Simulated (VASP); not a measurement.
# Ga8Sb3P5 (I-4m2) in VASP: single point with PBEsol

Aim: the single point of Ga8Sb3P5 with PBEsol.

Program: VASP 6.6.1. These are calculated values, not measurements. Logs are shortened: lines on timing, memory, paths and dates and some standing lists are left out, and cuts for length are marked.

### 1 The cell of the first run

Symmetry: I-4m2, No. 119, tetragonal system. Conventional cell: a = 8.041 Å, b = 8.041 Å, c = 11.416 Å, α = 90.00°, β = 90.00°, γ = 90.00°. Ga (site symmetry m) has 2 P at 2.38 Å and 2 Sb at 2.56 to 2.57 Å within 3.1 Å. Within 3.2 Å of Ga (site symmetry m) lie 3 P at 2.42 to 2.43 Å and 1 Sb at 2.59 Å. Within 3.4 Å of Sb (site symmetry -4m2) lie 4 Ga at 2.57 Å. Within 3.4 Å of Sb (site symmetry 2mm) lie 4 Ga at 2.56 to 2.59 Å. Within 3.1 Å of P (site symmetry 2) lie 4 Ga at 2.38 to 2.43 Å. P (site symmetry -4m2) has 4 Ga at 2.42 Å within 3.2 Å.

### 2 Single point, PBEsol

INCAR reads:

```
PREC = Accurate ; ENCUT = 520
EDIFF = 1E-7 ; ISMEAR = 0
SIGMA = 0.01 ; LREAL = Auto
LASPH = T ; NELM = 60
ALGO = Normal ; ISIF = 2
LWAVE = F ; LCHARG = T
GGA = PS ; LELF = T
LVHAR = T ; NBANDS = 86
```

KPOINTS reads:

```
Automatic mesh
0
Gamma
  4 4 4
```

POSCAR reads:

```
Ga8Sb3P5
1.0
    0.0000000000      5.6855452066      5.7077734302
    5.6855452066      0.0000000000      5.7077734302
    5.6855452066      5.6855452066      0.0000000000
Ga Sb P
8 3 5
Direct
   -0.0145258107     -0.0145258107      0.0140770985
   -0.0145258107     -0.0145258107      0.5149745230
    0.0140770985      0.5149745230     -0.0145258107
   -0.0075445880      0.5180428310      0.4947508785
    0.5149745230      0.0140770985     -0.0145258107
    0.5180428310     -0.0075445880      0.4947508785
    0.4947508785      0.4947508785     -0.0075445880
    0.4947508785      0.4947508785      0.5180428310
    0.1250000000      0.1250000000      0.1250000000
    0.1245935621      0.1245935621      0.6254064379
    0.6254064379      0.6254064379      0.1245935621
    0.1253139796      0.6246860204      0.1253139796
    0.1253139796      0.6246860204      0.6246860204
    0.6246860204      0.1253139796      0.1253139796
    0.6246860204      0.1253139796      0.6246860204
    0.6250000000      0.6250000000      0.6250000000
```

Potentials or basis: VASP PAW PBE potentials, release 64 (Ga_d, Sb, P).

Launch:

```sh
cat potpaw_PBE.64/Ga_d/POTCAR potpaw_PBE.64/Sb/POTCAR potpaw_PBE.64/P/POTCAR > POTCAR
mpirun -np 1 vasp_std > vasp.out
```

OUTCAR:

```text
PREC = Accurate
   ENCUT = 520
   EDIFF = 1E-7
   ISMEAR = 0
   LREAL = Auto
   LASPH = T
   NELM = 60
   ISIF = 2
   GGA = PS

 ion  position               nearest neighbor table
   1  0.985  0.985  0.014-  12 2.38  14 2.38  10 2.56   9 2.57
   2  0.985  0.985  0.515-  13 2.38  15 2.38  10 2.56   9 2.57
   3  0.014  0.515  0.985-  12 2.38  13 2.38  11 2.56   9 2.57
   4  0.992  0.518  0.495-  16 2.42  12 2.43  13 2.43  10 2.59
   5  0.515  0.014  0.985-  14 2.38  15 2.38  11 2.56   9 2.57
   6  0.518  0.992  0.495-  16 2.42  14 2.43  15 2.43  10 2.59
[... 8 lines left out ...]
  15  0.625  0.125  0.625-   2 2.38   5 2.38   6 2.43   8 2.43
  16  0.625  0.625  0.625-   4 2.42   6 2.42   7 2.42   8 2.42

  LATTYP: Found a body centered tetragonal cell.
 ALAT       =     8.0405751407
 C/A-ratio  =     1.4197425757

  Lattice vectors:

 A1 = (  -5.6855452066,   0.0000000000,   5.7077734302)
 A2 = (   5.6855452066,   0.0000000000,   5.7077734302)
 A3 = (   0.0000000000,   5.6855452066,  -5.7077734302)

Analysis of symmetry for initial positions (statically):
=====================================================================
 Subroutine PRICEL returns:
 Original cell was already a primitive cell.

 Routine SETGRP: Setting up the symmetry group for a
 body centered tetragonal supercell.

 Subroutine GETGRP returns: Found  8 space group operations
 (whereof  2 operations were pure point group operations)
 out of a pool of 16 trial point group operations.

The static configuration has the point symmetry C_1h.
 The point group associated with its full space group is D_2d.

Analysis of symmetry for dynamics (positions and initial velocities):
=====================================================================
 Subroutine PRICEL returns:
 Original cell was already a primitive cell.

 Routine SETGRP: Setting up the symmetry group for a
 body centered tetragonal supercell.

 Subroutine GETGRP returns: Found  8 space group operations
 (whereof  2 operations were pure point group operations)
 out of a pool of 16 trial point group operations.

The dynamic configuration has the point symmetry C_1h.
 The point group associated with its full space group is D_2d.

 Subroutine INISYM returns: Found  8 space group operations
 (whereof  2 operations are pure point group operations),
 and found     1 'primitive' translations

----------------------------------------------------------------------------------------

                                     Primitive cell

  volume of cell :     369.0124

  direct lattice vectors                    reciprocal lattice vectors
     0.000000000  5.685545207  5.707773430    -0.087942314  0.087942314  0.087599833
     5.685545207  0.000000000  5.707773430     0.087942314 -0.087942314  0.087599833
     5.685545207  5.685545207  0.000000000     0.087942314  0.087942314 -0.087599833

  length of vectors
     8.056308201  8.056308201  8.040575141     0.152123081  0.152123081  0.152123081

  position of ions in fractional coordinates (direct lattice)
     0.985474189  0.985474189  0.014077099
     0.985474189  0.985474189  0.514974523
     0.014077099  0.514974523  0.985474189
     0.992455412  0.518042831  0.494750878
     0.514974523  0.014077099  0.985474189
     0.518042831  0.992455412  0.494750878
[... 8 lines left out ...]
     0.624686020  0.125313980  0.624686020
     0.625000000  0.625000000  0.625000000

  ion indices of the primitive-cell ions
   primitive index   ion index
                 1           1
                 2           2
                 3           3
                 4           4
                 5           5
                 6           6
[... 8 lines left out ...]
                15          15
                16          16

----------------------------------------------------------------------------------------

 KPOINTS: Automatic mesh

Automatic generation of k-mesh.
 Grid dimensions read from file:
 generate k-points for:    4    4    4

 Generating k-lattice:

  Cartesian coordinates                     Fractional coordinates (reciprocal lattice)
    -0.021985578  0.021985578  0.021899958     0.250000000  0.000000000  0.000000000
     0.021985578 -0.021985578  0.021899958     0.000000000  0.250000000  0.000000000
     0.021985578  0.021985578 -0.021899958     0.000000000  0.000000000  0.250000000

  Length of vectors
     0.038030770  0.038030770  0.038030770

  Shift w.r.t. Gamma in fractional coordinates (k-lattice)
     0.000000000  0.000000000  0.000000000

 Subroutine IBZKPT returns following result:
 ===========================================

 Found     13 irreducible k-points:

 Following reciprocal coordinates:
            Coordinates               Weight
  0.000000  0.000000  0.000000      1.000000
  0.250000  0.000000  0.000000      8.000000
  0.500000  0.000000  0.000000      4.000000
  0.250000  0.250000  0.000000      2.000000
  0.500000  0.250000  0.000000      8.000000
 -0.250000  0.250000  0.000000      4.000000
  0.500000  0.500000  0.000000      1.000000
  0.250000  0.000000  0.250000      4.000000
  0.500000  0.000000  0.250000     16.000000
 -0.250000  0.000000  0.250000      8.000000
 -0.250000  0.500000  0.250000      4.000000
  0.500000  0.000000  0.500000      2.000000
 -0.250000  0.250000  0.500000      2.000000
   k-points           NKPTS =     13   k-points in BZ     NKDIM =     13   number of bands    NBANDS=     86
   number of dos      NEDOS =    301   number of ions     NIONS =     16
   total plane-waves  NPLWV = 216000
   dimension x,y,z NGX =    60 NGY =   60 NGZ =   60
   dimension x,y,z NGXF=   120 NGYF=  120 NGZF=  120
   ions per type =               8   3   5
   NGX,Y,Z   is equivalent  to a cutoff of  12.38, 12.38, 12.41 a.u.
   NGXF,Y,Z  is equivalent  to a cutoff of  24.76, 24.76, 24.81 a.u.
 SYSTEM =  unknown system
   PREC   = accura    normal or accurate (medium, high low for compatibility)
   ISTART =      0    job   : 0-new  1-cont  2-samecut
   ICHARG =      2    charge: 1-file 2-atom 10-const
   ISPIN  =      1    spin polarized calculation?
   LNONCOLLINEAR =      F non collinear calculations
   LSORBIT =      F    spin-orbit coupling
   LASPH  =      T    aspherical Exc in radial PAW
   ENCUT  =  520.0 eV  38.22 Ry    6.18 a.u.  14.98 14.98 14.95*2*pi/ulx,y,z
   NELM   =     60;   NELMIN=  2; NELMDL= -5     # of ELM steps
   EDIFF  = 0.1E-06   stopping-criterion for ELM
   LREAL  =      T    real-space projection
   EDIFFG = 0.1E-05   stopping-criterion for IOM
   NSW    =      0    number of steps for IOM
   IBRION =     -1    ionic relax: 0-MD 1-quasi-New 2-CG
   NFREE  =      0    steps in history (QN), initial steepest desc. (CG)
   ISIF   =      2    stress and relaxation
   ISYM   =      2    0-nonsym 1-usesym 2-fastsym
   POTIM  = 0.5000    time-step for ionic-motion
   TEBEG  =    0.0;   TEEND  =   0.0 temperature during run
   PSTRESS=    0.0 pullay stress
   NELECT =     144.0000    total number of electrons
   NUPDOWN=      -1.0000    fix difference up-down
   EMIN   =  10.00;   EMAX   =-10.00  energy-range for DOS
   EFERMI =   0.00;   METHOD = LEGACY
   ISMEAR =     0;   SIGMA  =   0.01  broadening in eV -4-tet -1-fermi 0-gaus
   EFERMI_NEDOS =   21; number of points for ismear=-14 and -15
   IALGO  =     38    algorithm
   IMIX   =      4    mixing-type and parameters
     AMIX     =   0.40;   BMIX     =  1.00
     AMIX_MAG =   1.60;   BMIX_MAG =  1.00
  volume/ion in A,a.u.               =      23.06       155.64
  Fermi-wavevector in a.u.,A,eV,Ry     =   1.196324  2.260724 19.472525  1.431190
  Thomas-Fermi vector in A             =   2.332267
   LORBIT       =      0    0 simple, 1 ext, 2 COOP (PROOUT), +10 PAW based schemes
   GGA     = PS    functional components
   LHFCALC =     F    Hartree Fock is set to
   AEXX    =    0.0000 exact exchange contribution
   IVDW    =     0    specifies the selected vdW correction
   LEPSILON=     F    determine dielectric tensor
   LRPA    =     F    only Hartree local field effects (RPA)
 non-spin polarized calculation
 Gauss-broadening in eV      SIGMA  =   0.01
  energy-cutoff  :      520.00
  volume of cell :      369.01
 maximum number of plane-waves:      9970
   NGX = 29   NGY = 29   NGZ = 29

 number of electron     144.0000010 magnetization

 Free energy of the ion-electron system (eV)
  ---------------------------------------------------
  ext. energy  EPLUGINS =         0.00000000
  ---------------------------------------------------
  free energy    TOTEN  =       -72.87007949 eV

  energy without entropy =      -72.86989324  energy(sigma->0) =      -72.86998636

 E-fermi :   5.0624     XC(G=0):  -9.7564

 val. band max:        5.0622183809   @ k =   0.0000   0.0000   0.0000
 cond. band min:       5.4332945506   @ k =   0.0000   0.0000   0.0000
 fundamental gap:      0.3710761697
 Fermi energy:         5.0623812387

 k-point     1 :       0.0000    0.0000    0.0000
  band No.  band energies     occupation
      1     -10.1904      2.00000
      2     -10.1588      2.00000
      3     -10.1571      2.00000
      4     -10.1402      2.00000
      5     -10.1402      2.00000
      6     -10.1318      2.00000
[... 76 lines left out ...]
     83       6.7633      0.00000
     84       8.1754      0.00000

 k-point     2 :       0.2500    0.0000    0.0000
  band No.  band energies     occupation
      1     -10.1870      2.00000
      2     -10.1552      2.00000
      3     -10.1542      2.00000
      4     -10.1401      2.00000
      5     -10.1387      2.00000
      6     -10.1300      2.00000
[... 946 lines left out ...]
     83       9.0353      0.00000
     84       9.3627      0.00000

 k-point    13 :      -0.2500    0.2500    0.5000
  band No.  band energies     occupation
      1     -10.1807      2.00000
      2     -10.1497      2.00000
      3     -10.1452      2.00000
      4     -10.1421      2.00000
      5     -10.1377      2.00000
      6     -10.1255      2.00000
[... 76 lines left out ...]
     83       8.3915      0.00000
     84       8.4688      0.00000
 [bands above 84 left out]

------------------------ aborting loop because EDIFF is reached ----------------------------------------

  FORCE on cell =-STRESS in cart. coord.  units (eV):
  Direction    XX          YY          ZZ          XY          YZ          ZX
  --------------------------------------------------------------------------------------
  -------------------------------------------------------------------------------------
  Total        0.1700914      0.1700914      0.1868024      0.0000000      0.0000000      0.0000000
  in kB        0.7385025      0.7385025      0.8110583      0.0000000      0.0000000      0.0000000
  external PRESSURE =       0.7626877 kB  Pullay stress =       0.0000000 kB

 VOLUME and BASIS-vectors are now :
 -----------------------------------------------------------------------------
  energy-cutoff  :      520.00
  volume of cell :      369.01
      direct lattice vectors                 reciprocal lattice vectors
     0.000000000  5.685545207  5.707773430    -0.087942314  0.087942314  0.087599833
     5.685545207  0.000000000  5.707773430     0.087942314 -0.087942314  0.087599833
     5.685545207  5.685545207  0.000000000     0.087942314  0.087942314 -0.087599833

 POSITION                                       TOTAL-FORCE (eV/Angst)
 -----------------------------------------------------------------------------------
      5.68299      5.68299     11.24973         0.001397      0.001397     -0.022423
      8.53087      8.53087     11.24973        -0.001397     -0.001397     -0.022423
      8.53087      5.68299      3.01971        -0.001397      0.001397      0.022423
      5.75828      8.45558      8.62158         0.007213     -0.007213      0.004723
      5.68299      8.53087      3.01971         0.001397     -0.001397      0.022423
      8.45558      5.75828      8.62158        -0.007213      0.007213      0.004723
[... 8 lines left out ...]
      4.26416      7.10336      4.28083        -0.000000      0.008742     -0.000000
      7.10693      7.10693      7.13472        -0.000000      0.000000     -0.000000
 -----------------------------------------------------------------------------------
    total drift:                                0.000005      0.000005      0.000006

  FREE ENERGIE OF THE ION-ELECTRON SYSTEM (eV)
  ---------------------------------------------------
  free  energy   TOTEN  =       -72.8700794908 eV

  energy  without entropy=      -72.8698932371  energy(sigma->0) =      -72.86998636
```

It took 17 min on 1 thread of Intel Xeon Platinum 8488C (Sapphire Rapids), shared host; peak memory 0.62 GiB.

Results:

* Free energy: -72.8701 eV
* Pressure: 0.1 GPa
* Largest force: 0.023 eV/Å
* Band gap on the k mesh: zero (filled and empty bands touch)

Forces on the atoms (eV/Å):
```
Ga   0.001  0.001 -0.022
Ga  -0.001 -0.001 -0.022
Ga  -0.001  0.001  0.022
Ga   0.007 -0.007  0.005
Ga   0.001 -0.001  0.022
Ga  -0.007  0.007  0.005
Ga  -0.007 -0.007 -0.005
Ga   0.007  0.007 -0.005
Sb   0.000  0.000  0.000
Sb   0.000  0.000  0.002
Sb   0.000  0.000 -0.002
P    0.000 -0.009  0.000
P    0.009  0.000  0.000
P   -0.009  0.000  0.000
P    0.000  0.009  0.000
P    0.000  0.000  0.000
```

Levels at points of the mesh, in eV from the Fermi level:
```csv
k point,band 70,band 71,band 72,band 73,band 74,band 75
"(0.00, 0.00, 0.00)",-0.25,-0.01,0.00,0.00,0.37,0.37
"(0.50, 0.00, 0.00)",-1.04,-0.81,-0.43,0.71,1.06,1.51
"(0.50, 0.50, 0.00)",-1.62,-0.77,-0.77,1.06,1.52,1.77
"(0.50, 0.00, 0.50)",-1.45,-1.34,-1.25,1.23,1.44,2.00
```

Caveat: semilocal functionals underestimate gaps, so a narrow gap can read as zero; the PAW data sets were made with another functional, which shifts forces and pressure a little; spin-orbit coupling is left out, which moves the levels of the heavy elements.
